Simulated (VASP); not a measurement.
# SrO (P6_3/mmc) in VASP: settings compared

The runs below take SrO through single point, with PBE, r2SCAN.

Program: VASP 6.6.1. These are calculated values, not measurements. Logs are shortened: lines on timing, memory, paths and dates and some standing lists are left out, and cuts for length are marked.

## (1) The cell of the first run

The structure is hexagonal, space group P6_3/mmc (No. 194). Conventional cell: a = 4.333 Å, b = 4.333 Å, c = 5.236 Å, α = 90.00°, β = 90.00°, γ = 120.00°. Within 3.3 Å of Sr (site symmetry -6m2) lie 5 O at 2.50 to 2.62 Å. O (site symmetry -6m2) has 5 Sr at 2.50 to 2.62 Å within 3.3 Å.

## (2) Single point, PBE (volume changed by +3%)

Input file INCAR:

```
SYSTEM = SrO
PREC     = Accurate       ! precision mode
ENCUT    = 520            ! plane-wave cutoff, eV
EDIFF    = 1E-7           ! SCF threshold, eV
ISMEAR   = 0              ! smearing method
SIGMA    = 0.01           ! smearing width, eV
LREAL    = .False.        ! projectors in reciprocal space
LASPH    = .True.         ! aspherical terms in the spheres
NELM     = 100            ! most SCF steps
ALGO     = Normal         ! electronic algorithm
ISIF     = 2              ! what is computed and relaxed
LWAVE    = .False.        ! write WAVECAR
LCHARG   = .True.         ! write CHGCAR
GGA      = PE             ! functional
LELF     = .True.         ! ELF
LVHAR    = .True.       
NBANDS   = 24             ! bands
```

Input file KPOINTS:

```
regular mesh
0
Gamma
  6 6 4
  0 0 0
```

Input file POSCAR:

```
SrO
1.0
    4.3326059357      0.0000000000      0.0000000000
   -2.1663029678      3.7521468049      0.0000000000
    0.0000000000      0.0000000000      5.2360470203
Sr O
2 2
Direct
    0.3333333333      0.6666666667     -0.0625006792
    0.6666666667      0.3333333333      0.4374993208
    0.3333333333      0.6666666667      0.4375006792
    0.6666666667      0.3333333333      0.9375006792
```

Potentials or basis: VASP PAW PBE potentials, release 64 (Sr_sv, O).

The run is started by

```bash
$ cat potpaw_PBE.64/Sr_sv/POTCAR potpaw_PBE.64/O/POTCAR > POTCAR
$ mpirun -np 1 vasp_std > vasp.out
```

OUTCAR:

```text
SYSTEM = SrO
   PREC = Accurate
   ENCUT = 520
   EDIFF = 1E-7
   ISMEAR = 0
   LREAL = .False.
   LASPH = .True.
   NELM = 100
   ISIF = 2
   GGA = PE

 ion  position               nearest neighbor table
   1  0.333  0.667  0.937-   4 2.50   4 2.50   4 2.50   3 2.62   3 2.62   2 3.62   2 3.62   2 3.62
                             2 3.62   2 3.62   2 3.62
   2  0.667  0.333  0.437-   3 2.50   3 2.50   3 2.50   4 2.62   4 2.62   1 3.62   1 3.62   1 3.62
                             1 3.62   1 3.62   1 3.62
   3  0.333  0.667  0.438-   2 2.50   2 2.50   2 2.50   1 2.62   1 2.62
   4  0.667  0.333  0.938-   1 2.50   1 2.50   1 2.50   2 2.62   2 2.62

  LATTYP: Found a hexagonal cell.
 ALAT       =     4.3326059357
 C/A-ratio  =     1.2085214067

  Lattice vectors:

 A1 = (   4.3326059357,   0.0000000000,   0.0000000000)
 A2 = (  -2.1663029678,   3.7521468049,   0.0000000000)
 A3 = (   0.0000000000,   0.0000000000,   5.2360470203)

Analysis of symmetry for initial positions (statically):
=====================================================================
 Subroutine PRICEL returns:
 Original cell was already a primitive cell.

 Routine SETGRP: Setting up the symmetry group for a
 hexagonal supercell.

 Subroutine GETGRP returns: Found 24 space group operations
 (whereof  6 operations were pure point group operations)
 out of a pool of 24 trial point group operations.

The static configuration has the point symmetry C_3v.
 The point group associated with its full space group is D_6h.

Analysis of symmetry for dynamics (positions and initial velocities):
=====================================================================
 Subroutine PRICEL returns:
 Original cell was already a primitive cell.

 Routine SETGRP: Setting up the symmetry group for a
 hexagonal supercell.

 Subroutine GETGRP returns: Found 24 space group operations
 (whereof  6 operations were pure point group operations)
 out of a pool of 24 trial point group operations.

The dynamic configuration has the point symmetry C_3v.
 The point group associated with its full space group is D_6h.

 Subroutine INISYM returns: Found 24 space group operations
 (whereof  6 operations are pure point group operations),
 and found     1 'primitive' translations

----------------------------------------------------------------------------------------

                                     Primitive cell

  volume of cell :      85.1202
[... 88 lines left out ...]
   NELM   =    100;   NELMIN=  2; NELMDL= -5     # of ELM steps
   EDIFF  = 0.1E-06   stopping-criterion for ELM
   LREAL  =      F    real-space projection
   EDIFFG = 0.1E-05   stopping-criterion for IOM
   NSW    =      0    number of steps for IOM
   IBRION =     -1    ionic relax: 0-MD 1-quasi-New 2-CG
   NFREE  =      0    steps in history (QN), initial steepest desc. (CG)
   ISIF   =      2    stress and relaxation
   ISYM   =      2    0-nonsym 1-usesym 2-fastsym
   POTIM  = 0.5000    time-step for ionic-motion
   TEBEG  =    0.0;   TEEND  =   0.0 temperature during run
   PSTRESS=    0.0 pullay stress
   NELECT =      32.0000    total number of electrons
   NUPDOWN=      -1.0000    fix difference up-down
   EMIN   =  10.00;   EMAX   =-10.00  energy-range for DOS
   EFERMI =   0.00;   METHOD = LEGACY
   ISMEAR =     0;   SIGMA  =   0.01  broadening in eV -4-tet -1-fermi 0-gaus
   EFERMI_NEDOS =   21; number of points for ismear=-14 and -15
   IALGO  =     38    algorithm
   IMIX   =      4    mixing-type and parameters
     AMIX     =   0.40;   BMIX     =  1.00
     AMIX_MAG =   1.60;   BMIX_MAG =  1.00
  volume/ion in A,a.u.               =      21.28       143.60
  Fermi-wavevector in a.u.,A,eV,Ry     =   1.181537  2.232781 18.994135  1.396030
  Thomas-Fermi vector in A             =   2.317808
   LORBIT       =      0    0 simple, 1 ext, 2 COOP (PROOUT), +10 PAW based schemes
   GGA     = PE    functional components
   LHFCALC =     F    Hartree Fock is set to
   AEXX    =    0.0000 exact exchange contribution
   IVDW    =     0    specifies the selected vdW correction
   LEPSILON=     F    determine dielectric tensor
   LRPA    =     F    only Hartree local field effects (RPA)
 non-spin polarized calculation
 Gauss-broadening in eV      SIGMA  =   0.01
  energy-cutoff  :      520.00
  volume of cell :       85.12
 maximum number of plane-waves:      2306
   NGX = 17   NGY = 17   NGZ = 19

 number of electron      31.9999997 magnetization

 Free energy of the ion-electron system (eV)
  ---------------------------------------------------
  ext. energy  EPLUGINS =         0.00000000
  ---------------------------------------------------
  free energy    TOTEN  =       -23.89759387 eV

  energy without entropy =      -23.89759387  energy(sigma->0) =      -23.89759387

 E-fermi :   0.7380     XC(G=0):  -8.7613

 val. band max:        0.6001255732   @ k =   0.0000   0.0000   0.0000
 cond. band min:       3.1022014455   @ k =   0.0000   0.0000   0.0000
 fundamental gap:      2.5020758723
 Fermi energy:         0.7380204495

 k-point     1 :       0.0000    0.0000    0.0000
  band No.  band energies     occupation
      1     -31.9790      2.00000
      2     -31.8426      2.00000
      3     -14.4358      2.00000
      4     -14.3766      2.00000
      5     -14.3572      2.00000
      6     -14.0946      2.00000
[... 556 lines left out ...]
     23       9.5340      0.00000
     24       9.5340      0.00000

------------------------ aborting loop because EDIFF is reached ----------------------------------------

  FORCE on cell =-STRESS in cart. coord.  units (eV):
  Direction    XX          YY          ZZ          XY          YZ          ZX
  --------------------------------------------------------------------------------------
  -------------------------------------------------------------------------------------
  Total       -0.7782881     -0.7782881     -0.8695601     -0.0000000     -0.0000000      0.0000000
  in kB      -14.6493515    -14.6493515    -16.3673223     -0.0000000     -0.0000000      0.0000000
  external PRESSURE =     -15.2220084 kB  Pullay stress =       0.0000000 kB

 VOLUME and BASIS-vectors are now :
 -----------------------------------------------------------------------------
  energy-cutoff  :      520.00
  volume of cell :       85.12
      direct lattice vectors                 reciprocal lattice vectors
     4.332605936  0.000000000  0.000000000     0.230807974  0.133257046  0.000000000
    -2.166302968  3.752146805  0.000000000     0.000000000  0.266514092  0.000000000
     0.000000000  0.000000000  5.236047020     0.000000000  0.000000000  0.190983770

 POSITION                                       TOTAL-FORCE (eV/Angst)
 -----------------------------------------------------------------------------------
     -0.00000      2.50143      4.90879         0.000000     -0.000000     -0.000000
      2.16630      1.25072      2.29077        -0.000000     -0.000000      0.000000
     -0.00000      2.50143      2.29077        -0.000000      0.000000      0.000000
      2.16630      1.25072      4.90880         0.000000      0.000000     -0.000000
 -----------------------------------------------------------------------------------
    total drift:                               -0.000000      0.000000     -0.017281

  FREE ENERGIE OF THE ION-ELECTRON SYSTEM (eV)
  ---------------------------------------------------
  free  energy   TOTEN  =       -23.8975938683 eV

  energy  without entropy=      -23.8975938683  energy(sigma->0) =      -23.89759387
```

OSZICAR:

```text
N       E                     dE             d eps       ncg     rms          rms(c)
DAV:   1     0.192578134142E+03    0.19258E+03   -0.16239E+04  1016   0.125E+03
DAV:   2    -0.152108454771E+02   -0.20779E+03   -0.19326E+03  1376   0.285E+02
DAV:   3    -0.292419389252E+02   -0.14031E+02   -0.13958E+02  1560   0.680E+01
DAV:   4    -0.296496487553E+02   -0.40771E+00   -0.40738E+00  1416   0.962E+00
DAV:   5    -0.296562432331E+02   -0.65945E-02   -0.65944E-02  1424   0.110E+00    0.221E+01
DAV:   6    -0.242225191833E+02    0.54337E+01   -0.26452E+01  1152   0.261E+01    0.267E+01
DAV:   7    -0.239998791161E+02    0.22264E+00   -0.20289E+00  1312   0.807E+00    0.156E+01
DAV:   8    -0.238892231081E+02    0.11066E+00   -0.52734E-01  1152   0.497E+00    0.221E+00
DAV:   9    -0.238891688940E+02    0.54214E-04   -0.45457E-02  1464   0.133E+00    0.531E-01
DAV:  10    -0.238966072568E+02   -0.74384E-02   -0.66980E-03  1080   0.472E-01    0.188E-01
DAV:  11    -0.238972794267E+02   -0.67217E-03   -0.19553E-03  1312   0.222E-01    0.106E-01
DAV:  12    -0.238975897885E+02   -0.31036E-03   -0.50854E-04  1056   0.119E-01    0.290E-02
DAV:  13    -0.238975925457E+02   -0.27572E-05   -0.27815E-05  1384   0.291E-02    0.133E-02
DAV:  14    -0.238975937705E+02   -0.12248E-05   -0.65188E-06  1272   0.152E-02    0.291E-03
DAV:  15    -0.238975938683E+02   -0.97803E-07   -0.86081E-07  1208   0.542E-03
   1 F= -.23897594E+02 E0= -.23897594E+02  d E =-.102797E-86
```

Wall time 40 s (1 thread of Intel Xeon Platinum 8259CL at 2.50GHz (Skylake/Cascade Lake), shared host); peak memory 0.21 GiB.

Results:

| Property | Result |
| --- | --- |
| Free energy | -23.8976 eV |
| Pressure | -1.5 GPa |
| Band gap on the k mesh | 2.50 eV, direct |

Stress tensor (GPa, compression positive):
```
-1.46  0.00  0.00
 0.00 -1.46  0.00
 0.00  0.00 -1.64
```

Levels at points of the mesh, in eV from the valence-band top:
```
           k point  band 14  band 15  band 16  band 17  band 18  band 19
(0.00, 0.00, 0.00)    -0.86    -0.40     0.00     2.50     6.02     6.02
(0.50, 0.00, 0.00)    -0.39    -0.34    -0.25     4.22     4.77     5.00
(0.00, 0.00, 0.50)    -1.02    -1.02    -1.02     4.19     4.19     7.64
(0.50, 0.00, 0.50)    -0.84    -0.43    -0.43     4.83     4.83     7.20
```

## (3) Single point, PBE (volume changed by +6%)

Input file INCAR:

```
SYSTEM = SrO
PREC = Accurate
ENCUT = 520
EDIFF = 1E-6
ISMEAR = 0
SIGMA = 0.01
LREAL = .False.
LASPH = .True.
NELM = 60
ALGO = Normal
ISIF = 2
LWAVE = .False.
LCHARG = .True.
GGA = PE
LELF = .True.
LVHAR = .True.
NBANDS = 24
```

KPOINTS is that of step 2.

Input file POSCAR:

```
SrO
1.0
    4.3742681640      0.0000000000      0.0000000000
   -2.1871340820      3.7882273530      0.0000000000
    0.0000000000      0.0000000000      5.2863967150
Sr O
2 2
Direct
    0.3333333333      0.6666666667     -0.0625006792
    0.6666666667      0.3333333333      0.4374993208
    0.3333333333      0.6666666667      0.4375006792
    0.6666666667      0.3333333333      0.9375006792
```

Potentials or basis: VASP PAW PBE potentials, release 64 (Sr_sv, O).

The run is started by

```bash
$ cat potpaw_PBE.64/Sr_sv/POTCAR potpaw_PBE.64/O/POTCAR > POTCAR
$ mpirun -np 1 vasp_std > vasp.out
```

Wall time 46 s (1 thread of Intel Xeon Platinum 8259CL at 2.50GHz (Skylake/Cascade Lake), shared host); peak memory 0.23 GiB.

It converged, with:

```yaml
Free_energy: -23.8620 eV
Pressure: -3.2 GPa
Band_gap_on_the_k_mesh: 2.41 eV, direct
```

Stress tensor (GPa, compression positive):
```
-3.10  0.00  0.00
 0.00 -3.10  0.00
 0.00  0.00 -3.40
```

Levels at points of the mesh, in eV from the valence-band top:
```csv
k point,band 12,band 13,band 14,band 15,band 16,band 17,band 18,band 19,band 20,band 21
"(0.00, 0.00, 0.00)",-0.93,-0.83,-0.83,-0.44,0.00,2.41,5.95,5.95,6.71,7.68
"(0.50, 0.00, 0.00)",-0.80,-0.41,-0.40,-0.34,-0.25,4.17,4.72,4.96,6.62,7.66
"(0.00, 0.00, 0.50)",-1.16,-0.98,-0.98,-0.98,-0.98,4.09,4.09,7.50,7.50,7.50
"(0.50, 0.00, 0.50)",-1.53,-0.80,-0.80,-0.43,-0.43,4.77,4.77,7.08,7.08,7.74
```

## (4) Single point, r2SCAN (volume changed by -6%)

Input file POSCAR:

```
SrO
1.0
    4.1828629927      0.0000000000      0.0000000000
   -2.0914314963      3.6224656122      0.0000000000
    0.0000000000      0.0000000000      5.0394286515
Sr O
2 2
Direct
    0.3333333333      0.6666666667     -0.0625000000
    0.6666666667      0.3333333333      0.4375000000
    0.3333333333      0.6666666667      0.4375000000
    0.6666666667      0.3333333333      0.9375000000
```

Input file INCAR.step1:

```
PREC = Accurate
ENCUT = 520
ISMEAR = 0
SIGMA = 0.01
LREAL = F
LASPH = T
NELM = 100
NBANDS = 24
GGA = PE
ALGO = Normal
EDIFF = 1E-4
LWAVE = T
LCHARG = F
```

Input file INCAR.step2:

```
PREC = Accurate
ENCUT = 520
EDIFF = 1E-7
ISMEAR = 0
SIGMA = 0.01
LREAL = F
LASPH = T
NELM = 100
ALGO = Normal
ISIF = 2
LWAVE = F
LCHARG = T
METAGGA = R2SCAN
LMIXTAU = T
LELF = T
LVHAR = T
NBANDS = 24
ISTART = 1
```

Input file KPOINTS:

```
regular mesh
0
Gamma
  6 6 4
```

The run is started by

```bash
$ cat potpaw_PBE.64/Sr_sv/POTCAR potpaw_PBE.64/O/POTCAR > POTCAR
$ cp INCAR.step1 INCAR
$ mpirun -np 1 vasp_std > vasp.out
$ cp INCAR.step2 INCAR
$ mpirun -np 1 vasp_std > vasp.out
```

It took 2.2 min on 1 thread of Intel Xeon Platinum 8259CL at 2.50GHz (Skylake/Cascade Lake), shared host; peak memory 0.22 GiB.

Results (log left out):

```yaml
Free_energy: -53.6673 eV
Pressure: 6.0 GPa
Band_gap_on_the_k_mesh: 3.21 eV, direct
```

Stress tensor (GPa, compression positive):
```
5.74 0.00 0.00
0.00 5.74 0.00
0.00 0.00 6.38
```

Levels at points of the mesh, in eV from the valence-band top:
```tsv
k point	band 14	band 15	band 16	band 17	band 18	band 19
(0.00, 0.00, 0.00)	-0.94	-0.21	0.00	3.21	6.87	6.87
(0.50, 0.00, 0.00)	-0.32	-0.29	-0.28	4.74	5.34	5.69
(0.00, 0.00, 0.50)	-1.19	-1.19	-1.19	4.93	4.93	8.80
(0.50, 0.00, 0.50)	-0.98	-0.43	-0.43	5.43	5.43	8.26
```

Caveat: the PAW data sets were made with another functional, which shifts forces and pressure a little.

[end of part 1 of 2]
